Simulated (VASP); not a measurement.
# Na in VASP: a series of runs

Runs on Na. Level: PBEsol. Tasks: electric field gradients.

Everything below comes from runs of VASP 6.6.1. Logs are shortened: lines on timing, memory, paths and dates and some standing lists are left out, and cuts for length are marked.

### Step 1. The cell of the first run

The structure is tetragonal, space group I4/mmm (No. 139). The conventional cell has a = 4.150 Å, b = 4.150 Å, c = 4.235 Å, α = 90.00°, β = 90.00°, γ = 90.00°. Within 4.8 Å of Na (site symmetry 4/mmm) lie 14 Na at 3.62 to 4.24 Å.

### Step 2. Electric field gradients, PBEsol (equal xx and yy strain of -2 %)

The input, INCAR:

```
PREC = Accurate
ENCUT = 520
EDIFF = 1E-8
ISMEAR = -1
SIGMA = 0.03
LREAL = F
LASPH = T
NELM = 80
ALGO = Normal
ISIF = 2
LWAVE = F
LCHARG = F
GGA = PS
LEFG = T
NBANDS = 10
```

The input, KPOINTS:

```
Automatic mesh
0
Gamma
  11 11 11
```

The input, POSCAR:

```
Na
1.0
   -2.0751500000      2.0751500000      2.1175000000
    2.0751500000     -2.0751500000      2.1175000000
    2.0751500000      2.0751500000     -2.1175000000
Na
1
Direct
    0.0000000000      0.0000000000      0.0000000000
```

Potentials or basis: VASP PAW PBE potentials, release 64 (Na_pv).

On the command line:

```
$ cat potpaw_PBE.64/Na_pv/POTCAR > POTCAR
$ mpirun -np 1 vasp_std > vasp.out
```

OUTCAR:

```text
PREC = Accurate
   ENCUT = 520
   EDIFF = 1E-8
   ISMEAR = -1
   LREAL = F
   LASPH = T
   NELM = 80
   ISIF = 2
   GGA = PS

 ion  position               nearest neighbor table
   1  0.000  0.000  0.000-

  LATTYP: Found a body centered tetragonal cell.
 ALAT       =     4.1503000000
 C/A-ratio  =     1.0204081633

  Lattice vectors:

 A1 = (  -2.0751500000,   2.0751500000,   2.1175000000)
 A2 = (   2.0751500000,  -2.0751500000,   2.1175000000)
 A3 = (   2.0751500000,   2.0751500000,  -2.1175000000)

Analysis of symmetry for initial positions (statically):
=====================================================================
 Subroutine PRICEL returns:
 Original cell was already a primitive cell.

 Routine SETGRP: Setting up the symmetry group for a
 body centered tetragonal supercell.

 Subroutine GETGRP returns: Found 16 space group operations
 (whereof 16 operations were pure point group operations)
 out of a pool of 16 trial point group operations.

The static configuration has the point symmetry D_4h.

Analysis of symmetry for dynamics (positions and initial velocities):
=====================================================================
 Subroutine PRICEL returns:
 Original cell was already a primitive cell.

 Routine SETGRP: Setting up the symmetry group for a
 body centered tetragonal supercell.

 Subroutine GETGRP returns: Found 16 space group operations
 (whereof 16 operations were pure point group operations)
 out of a pool of 16 trial point group operations.

The dynamic configuration has the point symmetry D_4h.

 Subroutine INISYM returns: Found 16 space group operations
 (whereof 16 operations are pure point group operations),
 and found     1 'primitive' translations

----------------------------------------------------------------------------------------

                                     Primitive cell

  volume of cell :      36.4739

  direct lattice vectors                    reciprocal lattice vectors
    -2.075150000  2.075150000  2.117500000     0.000000000  0.240946438  0.236127509
     2.075150000 -2.075150000  2.117500000     0.240946438  0.000000000  0.236127509
     2.075150000  2.075150000 -2.117500000     0.240946438  0.240946438  0.000000000

  length of vectors
     3.618881221  3.618881221  3.618881221     0.337359432  0.337359432  0.340749720

  position of ions in fractional coordinates (direct lattice)
     0.000000000  0.000000000  0.000000000

  ion indices of the primitive-cell ions
   primitive index   ion index
                 1           1

----------------------------------------------------------------------------------------

 KPOINTS: Automatic mesh

Automatic generation of k-mesh.
 Grid dimensions read from file:
 generate k-points for:   11   11   11

 Generating k-lattice:

  Cartesian coordinates                     Fractional coordinates (reciprocal lattice)
     0.000000000  0.021904222  0.021466137     0.090909091  0.000000000 -0.000000000
     0.021904222  0.000000000  0.021466137     0.000000000  0.090909091 -0.000000000
     0.021904222  0.021904222  0.000000000     0.000000000  0.000000000  0.090909091

  Length of vectors
     0.030669039  0.030669039  0.030977247

  Shift w.r.t. Gamma in fractional coordinates (k-lattice)
     0.000000000  0.000000000  0.000000000

 Subroutine IBZKPT returns following result:
 ===========================================

 Found    126 irreducible k-points:

 Following reciprocal coordinates:
            Coordinates               Weight
  0.000000  0.000000  0.000000      1.000000
  0.090909  0.000000 -0.000000      8.000000
  0.181818  0.000000 -0.000000      8.000000
  0.272727  0.000000 -0.000000      8.000000
  0.363636  0.000000 -0.000000      8.000000
  0.454545  0.000000  0.000000      8.000000
[... 16 lines left out ...]
 -0.272727  0.181818  0.000000     16.000000
 -0.181818  0.181818  0.000000      4.000000
 [... further k-points ...]
   k-points           NKPTS =    126   k-points in BZ     NKDIM =    126   number of bands    NBANDS=     10
   number of dos      NEDOS =    301   number of ions     NIONS =      1
   total plane-waves  NPLWV =  21952
   dimension x,y,z NGX =    28 NGY =   28 NGZ =   28
   dimension x,y,z NGXF=    56 NGYF=   56 NGZF=   56
   ions per type =               1
   NGX,Y,Z   is equivalent  to a cutoff of  12.86, 12.86, 12.86 a.u.
   NGXF,Y,Z  is equivalent  to a cutoff of  25.73, 25.73, 25.73 a.u.
 SYSTEM =  unknown system
   PREC   = accura    normal or accurate (medium, high low for compatibility)
   ISTART =      0    job   : 0-new  1-cont  2-samecut
   ICHARG =      2    charge: 1-file 2-atom 10-const
   ISPIN  =      1    spin polarized calculation?
   LNONCOLLINEAR =      F non collinear calculations
   LSORBIT =      F    spin-orbit coupling
   LASPH  =      T    aspherical Exc in radial PAW
   ENCUT  =  520.0 eV  38.22 Ry    6.18 a.u.   6.73  6.73  6.73*2*pi/ulx,y,z
   NELM   =     80;   NELMIN=  2; NELMDL= -5     # of ELM steps
   EDIFF  = 0.1E-07   stopping-criterion for ELM
   LREAL  =      F    real-space projection
   EDIFFG = 0.1E-06   stopping-criterion for IOM
   NSW    =      0    number of steps for IOM
   IBRION =     -1    ionic relax: 0-MD 1-quasi-New 2-CG
   NFREE  =      0    steps in history (QN), initial steepest desc. (CG)
   ISIF   =      2    stress and relaxation
   ISYM   =      2    0-nonsym 1-usesym 2-fastsym
   POTIM  = 0.5000    time-step for ionic-motion
   TEBEG  =    0.0;   TEEND  =   0.0 temperature during run
   PSTRESS=    0.0 pullay stress
   NELECT =       7.0000    total number of electrons
   NUPDOWN=      -1.0000    fix difference up-down
   EMIN   =  10.00;   EMAX   =-10.00  energy-range for DOS
   EFERMI =   0.00;   METHOD = LEGACY
   ISMEAR =    -1;   SIGMA  =   0.03  broadening in eV -4-tet -1-fermi 0-gaus
   EFERMI_NEDOS =   21; number of points for ismear=-14 and -15
   IALGO  =     38    algorithm
   IMIX   =      4    mixing-type and parameters
     AMIX     =   0.40;   BMIX     =  1.00
     AMIX_MAG =   1.60;   BMIX_MAG =  1.00
  volume/ion in A,a.u.               =      36.47       246.14
  Fermi-wavevector in a.u.,A,eV,Ry     =   0.944307  1.784482 12.132538  0.891716
  Thomas-Fermi vector in A             =   2.072099
   LORBIT       =      0    0 simple, 1 ext, 2 COOP (PROOUT), +10 PAW based schemes
   GGA     = PS    functional components
   LHFCALC =     F    Hartree Fock is set to
   AEXX    =    0.0000 exact exchange contribution
   IVDW    =     0    specifies the selected vdW correction
   LEPSILON=     F    determine dielectric tensor
   LRPA    =     F    only Hartree local field effects (RPA)
 non-spin polarized calculation
  energy-cutoff  :      520.00
  volume of cell :       36.47
 maximum number of plane-waves:       995
   NGX = 13   NGY = 13   NGZ = 13

 number of electron       6.9999998 magnetization

 Free energy of the ion-electron system (eV)
  ---------------------------------------------------
  ext. energy  EPLUGINS =         0.00000000
  ---------------------------------------------------
  free energy    TOTEN  =        -1.40262877 eV

  energy without entropy =       -1.40153807  energy(sigma->0) =       -1.40208342

 E-fermi :   0.3742     XC(G=0):  -6.5440

 val. band max:        0.3593843239   @ k =  -0.3636   0.4545   0.0909
 cond. band min:       0.4569794141   @ k =   0.1818   0.1818   0.1818
 fundamental gap:      0.0975950903
 Fermi energy:         0.3742149676

 k-point     1 :       0.0000    0.0000    0.0000
  band No.  band energies     occupation
      1     -24.4205      2.00000
      2     -24.4205      2.00000
      3     -24.4205      2.00000
      4      -2.9602      2.00000
      5      12.0905      0.00000
      6      12.0905      0.00000
      7      12.3985      0.00000
      8      13.0550      0.00000
      9      13.3575      0.00000
     10      13.6248      0.00000

 k-point     2 :       0.0909    0.0000   -0.0000
  band No.  band energies     occupation
      1     -24.4236      2.00000
      2     -24.4215      2.00000
      3     -24.4205      2.00000
      4      -2.8139      2.00000
      5      10.3949      0.00000
      6      11.3845      0.00000
      7      11.7959      0.00000
      8      12.2722      0.00000
      9      12.5880      0.00000
     10      14.0557      0.00000
[... 274 lines left out ...]
 k-point    24 :      -0.1818    0.1818    0.0000
  band No.  band energies     occupation
      1     -24.4317      2.00000
      2     -24.4244      2.00000
      3     -24.4206      2.00000
      4      -2.3658      2.00000
      5       8.2348      0.00000
      6      10.1701      0.00000
      7      10.7734      0.00000
      8      11.0852      0.00000
      9      12.1873      0.00000
     10      14.4898      0.00000

 [... further k-points ...]

------------------------ aborting loop because EDIFF is reached ----------------------------------------

  FORCE on cell =-STRESS in cart. coord.  units (eV):
  Direction    XX          YY          ZZ          XY          YZ          ZX
  --------------------------------------------------------------------------------------
  -------------------------------------------------------------------------------------
  Total       -0.0030742     -0.0030742     -0.0271213      0.0000000      0.0000000      0.0000000
  in kB       -0.1350393     -0.1350393     -1.1913474      0.0000000      0.0000000      0.0000000
  external PRESSURE =      -0.4871420 kB  Pullay stress =       0.0000000 kB

 VOLUME and BASIS-vectors are now :
 -----------------------------------------------------------------------------
  energy-cutoff  :      520.00
  volume of cell :       36.47
      direct lattice vectors                 reciprocal lattice vectors
    -2.075150000  2.075150000  2.117500000     0.000000000  0.240946438  0.236127509
     2.075150000 -2.075150000  2.117500000     0.240946438  0.000000000  0.236127509
     2.075150000  2.075150000 -2.117500000     0.240946438  0.240946438  0.000000000

 POSITION                                       TOTAL-FORCE (eV/Angst)
 -----------------------------------------------------------------------------------
      0.00000      0.00000      0.00000        -0.000000      0.000000      0.000000
 -----------------------------------------------------------------------------------
    total drift:                                0.000000     -0.000000     -0.000000

  FREE ENERGIE OF THE ION-ELECTRON SYSTEM (eV)
  ---------------------------------------------------
  free  energy   TOTEN  =        -1.4026287713 eV

  energy  without entropy=       -1.4015380733  energy(sigma->0) =       -1.40208342

 Electric field gradients (V/A^2)
---------------------------------------------------------------------
 ion       V_xx      V_yy      V_zz      V_xy      V_xz      V_yz
---------------------------------------------------------------------
   1      -0.063    -0.063     0.125    -0.005    -0.005    -0.005
---------------------------------------------------------------------

 Electric field gradients after diagonalization (V/A^2)
 (convention: |V_zz| > |V_xx| > |V_yy|)
----------------------------------------------------------------------
 ion       V_xx      V_yy      V_zz     asymmetry (V_yy - V_xx)/ V_zz
----------------------------------------------------------------------
   1      -0.068    -0.057     0.125       0.085
----------------------------------------------------------------------

           NMR quadrupolar parameters

 Cq : quadrupolar parameter    Cq=e*Q*V_zz/h
 eta: asymmetry parameters     (V_yy - V_xx)/ V_zz
 Q  : nuclear electric quadrupole moment in mb (millibarn)
----------------------------------------------------------------------
 ion       Cq(MHz)       eta       Q (mb)
----------------------------------------------------------------------
   1       0.000       0.085       1.000
----------------------------------------------------------------------
```

Run time: 25 s. Hardware: 1 thread of Intel Xeon Platinum 8259CL at 2.50GHz (Skylake/Cascade Lake), shared host; peak memory 0.17 GiB.

Results:

* Free energy: -1.4026 eV
* Pressure: 0.0 GPa
* Band gap on the k mesh: zero (an odd number of electrons rules out a gap without spin polarisation)
* Largest electric field gradient by atom: Na +0.12 V/Å²

Stress tensor (GPa, compression positive):
```
-0.01  0.00  0.00
 0.00 -0.01  0.00
 0.00  0.00 -0.12
```

Levels at points of the mesh, in eV from the Fermi level:
```csv
k point,band 2,band 3,band 4,band 5,band 6,band 7
"(0.00, 0.00, 0.00)",-24.79,-24.79,-3.33,11.72,11.72,12.02
```

Caveat: the cell differs from its parent crystal (equal xx and yy strain of -2 %); without QUAD_EFG the Cq values of the log hold for a quadrupole moment of 1 mb, not for the nuclei; the PAW data sets were made with another functional, which shifts forces and pressure a little.

### Step 3. Electric field gradients, PBEsol (equal xx and yy strain of -2 %)

The input, INCAR:

```
SYSTEM = Na
ALGO = Normal ; EDIFF = 1E-8
ENCUT = 520 ; GGA = PS
ISIF = 2 ; ISMEAR = -1
LASPH = .TRUE. ; LCHARG = .FALSE.
LEFG = .TRUE. ; LREAL = .FALSE.
LWAVE = .FALSE. ; NBANDS = 10
NELM = 100 ; PREC = Accurate
SIGMA = 0.03
```

The input, KPOINTS:

```
k-points
0
G
  11 11 11
  0 0 0
```

POSCAR is that of step 2.

Potentials or basis: VASP PAW PBE potentials, release 64 (Na_pv).

On the command line:

```
$ cat potpaw_PBE.64/Na_pv/POTCAR > POTCAR
$ mpirun -np 1 vasp_std > vasp.out
```

OUTCAR:

```text
SYSTEM = Na
   EDIFF = 1E-8
   ENCUT = 520
   GGA = PS
   ISIF = 2
   ISMEAR = -1
   LASPH = .TRUE.
   LREAL = .FALSE.
   NELM = 100
   PREC = Accurate

 ion  position               nearest neighbor table
   1  0.000  0.000  0.000-

  LATTYP: Found a body centered tetragonal cell.
 ALAT       =     4.1503000000
 C/A-ratio  =     1.0204081633

  Lattice vectors:

 A1 = (  -2.0751500000,   2.0751500000,   2.1175000000)
 A2 = (   2.0751500000,  -2.0751500000,   2.1175000000)
 A3 = (   2.0751500000,   2.0751500000,  -2.1175000000)

Analysis of symmetry for initial positions (statically):
=====================================================================
 Subroutine PRICEL returns:
 Original cell was already a primitive cell.

 Routine SETGRP: Setting up the symmetry group for a
 body centered tetragonal supercell.

 Subroutine GETGRP returns: Found 16 space group operations
 (whereof 16 operations were pure point group operations)
 out of a pool of 16 trial point group operations.

The static configuration has the point symmetry D_4h.

Analysis of symmetry for dynamics (positions and initial velocities):
=====================================================================
 Subroutine PRICEL returns:
 Original cell was already a primitive cell.

 Routine SETGRP: Setting up the symmetry group for a
 body centered tetragonal supercell.

 Subroutine GETGRP returns: Found 16 space group operations
 (whereof 16 operations were pure point group operations)
 out of a pool of 16 trial point group operations.

The dynamic configuration has the point symmetry D_4h.

 Subroutine INISYM returns: Found 16 space group operations
 (whereof 16 operations are pure point group operations),
[... 158 lines left out ...]
      9      13.3575      0.00000
     10      13.6248      0.00000
[... 287 lines left out ...]
 k-point    24 :      -0.1818    0.1818    0.0000
  band No.  band energies     occupation
      1     -24.4317      2.00000
      2     -24.4244      2.00000
      3     -24.4206      2.00000
      4      -2.3658      2.00000
      5       8.2348      0.00000
      6      10.1701      0.00000
      7      10.7734      0.00000
      8      11.0852      0.00000
      9      12.1873      0.00000
     10      14.4898      0.00000

 [... further k-points ...]

------------------------ aborting loop because EDIFF is reached ----------------------------------------

  FORCE on cell =-STRESS in cart. coord.  units (eV):
  Direction    XX          YY          ZZ          XY          YZ          ZX
  --------------------------------------------------------------------------------------
  -------------------------------------------------------------------------------------
  Total       -0.0030742     -0.0030742     -0.0271213      0.0000000      0.0000000      0.0000000
  in kB       -0.1350393     -0.1350393     -1.1913474      0.0000000      0.0000000      0.0000000
  external PRESSURE =      -0.4871420 kB  Pullay stress =       0.0000000 kB

 VOLUME and BASIS-vectors are now :
 -----------------------------------------------------------------------------
  energy-cutoff  :      520.00
  volume of cell :       36.47
      direct lattice vectors                 reciprocal lattice vectors
    -2.075150000  2.075150000  2.117500000     0.000000000  0.240946438  0.236127509
     2.075150000 -2.075150000  2.117500000     0.240946438  0.000000000  0.236127509
     2.075150000  2.075150000 -2.117500000     0.240946438  0.240946438  0.000000000

 POSITION                                       TOTAL-FORCE (eV/Angst)
 -----------------------------------------------------------------------------------
      0.00000      0.00000      0.00000        -0.000000      0.000000      0.000000
 -----------------------------------------------------------------------------------
    total drift:                                0.000000     -0.000000     -0.000000

  FREE ENERGIE OF THE ION-ELECTRON SYSTEM (eV)
  ---------------------------------------------------
  free  energy   TOTEN  =        -1.4026287713 eV

  energy  without entropy=       -1.4015380733  energy(sigma->0) =       -1.40208342

 Electric field gradients (V/A^2)
---------------------------------------------------------------------
 ion       V_xx      V_yy      V_zz      V_xy      V_xz      V_yz
---------------------------------------------------------------------
   1      -0.063    -0.063     0.125    -0.005    -0.005    -0.005
---------------------------------------------------------------------

 Electric field gradients after diagonalization (V/A^2)
 (convention: |V_zz| > |V_xx| > |V_yy|)
----------------------------------------------------------------------
 ion       V_xx      V_yy      V_zz     asymmetry (V_yy - V_xx)/ V_zz
----------------------------------------------------------------------
   1      -0.068    -0.057     0.125       0.085
----------------------------------------------------------------------

           NMR quadrupolar parameters

 Cq : quadrupolar parameter    Cq=e*Q*V_zz/h
 eta: asymmetry parameters     (V_yy - V_xx)/ V_zz
 Q  : nuclear electric quadrupole moment in mb (millibarn)
----------------------------------------------------------------------
 ion       Cq(MHz)       eta       Q (mb)
----------------------------------------------------------------------
   1       0.000       0.085       1.000
----------------------------------------------------------------------
```

OSZICAR:

```text
N       E                     dE             d eps       ncg     rms          rms(c)
DAV:   1     0.277789556116E+02    0.27779E+02   -0.37825E+03  2534   0.585E+02
DAV:   2    -0.762726536265E+00   -0.28542E+02   -0.28400E+02  2566   0.150E+02
DAV:   3    -0.139971987427E+01   -0.63699E+00   -0.63665E+00  3002   0.243E+01
DAV:   4    -0.140480397095E+01   -0.50841E-02   -0.50837E-02  2946   0.217E+00
DAV:   5    -0.140487360325E+01   -0.69632E-04   -0.69632E-04  2888   0.249E-01    0.238E-01
DAV:   6    -0.140317317633E+01    0.17004E-02   -0.28040E-03  2934   0.773E-01    0.143E-01
DAV:   7    -0.140268140355E+01    0.49177E-03   -0.24811E-03  2854   0.650E-01    0.455E-02
DAV:   8    -0.140262842568E+01    0.52978E-04   -0.19662E-04  2880   0.244E-01    0.201E-03
DAV:   9    -0.140262870075E+01   -0.27506E-06   -0.87575E-07  2924   0.947E-03    0.112E-03
DAV:  10    -0.140262876917E+01   -0.68428E-07   -0.43128E-08  2854   0.165E-03    0.105E-04
DAV:  11    -0.140262877129E+01   -0.21118E-08   -0.85254E-10  1686   0.266E-04
   1 F= -.14026288E+01 E0= -.14020834E+01  d E =-.109070E-02
```

Run time: 26 s. Hardware: 1 thread of Intel Xeon Platinum 8259CL at 2.50GHz (Skylake/Cascade Lake), shared host; peak memory 0.17 GiB.

What came out:

```
Free energy                             : -1.4026 eV
Pressure                                : 0.0 GPa
Band gap on the k mesh                  : zero (an odd number of electrons rules out a gap without spin polarisation)
Largest electric field gradient by atom : Na +0.12 V/Å²
```

Caveat: the cell differs from its parent crystal (equal xx and yy strain of -2 %); without QUAD_EFG the Cq values of the log hold for a quadrupole moment of 1 mb, not for the nuclei; the PAW data sets were made with another functional, which shifts forces and pressure a little.

[end of part 1 of 3]
